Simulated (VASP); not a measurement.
The system is Cu3Au.

```
Cu Au
1.0
     3.74000    0.00000    0.00000
     0.00000    3.74000    0.00000
     0.00000    0.00000    3.74000
Cu Au
3 1
Direct
  0.00000 0.50000 0.50000
  0.50000 0.00000 0.50000
  0.50000 0.50000 0.00000
  0.00000 0.00000 0.00000
```

| Item | Value |
| --- | --- |
| Program | VASP 6.6.1 |
| Task | relaxation of cell and atoms |
| Functional | PBE |
| Potentials or basis | VASP PAW PBE potentials, release 64 (Cu, Au) |
| Cutoff | 600 eV |
| k mesh | 10 × 10 × 10 |
| Occupations | gaussian, width 0.1 eV |
| Spin | no spin polarisation |

At the start: pressure 4.8 GPa; volume 13.08 Å³/atom.

**Question.** Where does the relaxation end?

**Answer.** Over 3 steps the energy falls by 7.1 meV/atom and the volume is 13.54 Å³/atom (+3.5 %); space group Pm-3m (No. 221, to 0.05 Å).

The path:
| step | energy change (eV) | largest force (eV/Å) | pressure (GPa) | volume (Å³) |
| --- | --- | --- | --- | --- |
| 1 | 0.0000 | 0.0000 | 4.85 | 52.31 |
| 2 | -0.0166 | 0.0000 | -2.92 | 55.37 |
| 3 | -0.0282 | 0.0000 | -0.13 | 54.17 |

Final structure:
```cif
data_structure
_symmetry_space_group_name_H-M 'P 1'
_symmetry_Int_Tables_number 1
_cell_length_a 3.7837
_cell_length_b 3.7837
_cell_length_c 3.7837
_cell_angle_alpha 90.000
_cell_angle_beta 90.000
_cell_angle_gamma 90.000
_cell_volume 54.17
loop_
_atom_site_label
_atom_site_type_symbol
_atom_site_fract_x
_atom_site_fract_y
_atom_site_fract_z
_atom_site_occupancy
Cu1 Cu 0.00000 0.50000 0.50000 1
Cu2 Cu 0.50000 0.00000 0.50000 1
Cu3 Cu 0.50000 0.50000 0.00000 1
Au1 Au 0.00000 0.00000 0.00000 1
```
